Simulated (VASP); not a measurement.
Wanted: the native input for a VASP 6.6.1 run.

```
Task                   : single point
Functional             : LDA
Potentials or basis    : VASP PAW LDA potentials, release 64 (Ir, C)
Cutoff                 : 520 eV
k mesh                 : 12 × 12 × 1
Occupations            : gaussian, width 0.1 eV
Spin                   : collinear spin
Starting moments       : [0.0, 0.0, 0.0, 2.0] μB
Dipole correction      : yes
Further INCAR settings : ALGO = Normal; EDIFF = 1e-06; NBANDS = 28
```

The structure of Ir3C lies in POSCAR:

```
Ir3C
1.0
    2.6946510889      0.0000000000      0.0000000000
   -1.3473255444      2.3336362973      0.0000000000
    0.0000000000      0.0000000000     21.2769546740
Ir C
3 1
Direct
    0.6666666667      0.3333333333      0.1879968286
    0.3333333333      0.6666666667      0.2885049938
    0.0000000000      0.0000000000      0.3890103072
    0.6666666667     -0.6666666667      0.4590391258
```

The input as run:

INCAR

```
  PREC = Accurate
  ENCUT = 520
  EDIFF = 1E-6
  ISMEAR = 0
  SIGMA = 0.1
  LREAL = F
  LASPH = T
  NELM = 150
  ALGO = Normal
  ISIF = 2
  LWAVE = F
  LCHARG = F
  ISPIN = 2
  MAGMOM = 0 0 0 2
  LORBIT = 11
  LMAXMIX = 4
  LDIPOL = T
  IDIPOL = 3
  DIPOL = 0.5 0.5 0.331
  GGA = CA
  NBANDS = 28
```

KPOINTS

```
regular mesh
0
Gamma
  12 12 1
```

Potentials or basis: VASP PAW LDA potentials, release 64 (Ir, C).

Run with:

```sh
$ cat potpaw_LDA.64/Ir/POTCAR potpaw_LDA.64/C/POTCAR > POTCAR
$ mpirun -np 1 vasp_std > vasp.out
```

It gave:

```yaml
Largest_force: 3.976 eV/Å
Net_moment: 0.00 μB per cell
Valence_electrons_inside_the_program's_atomic_spheres: Ir 8.26, 8.60, 8.73; C 2.13
```

It took 7.4 min on 1 thread of Intel Xeon 8259CL (shared host), peak memory 0.28 GiB.
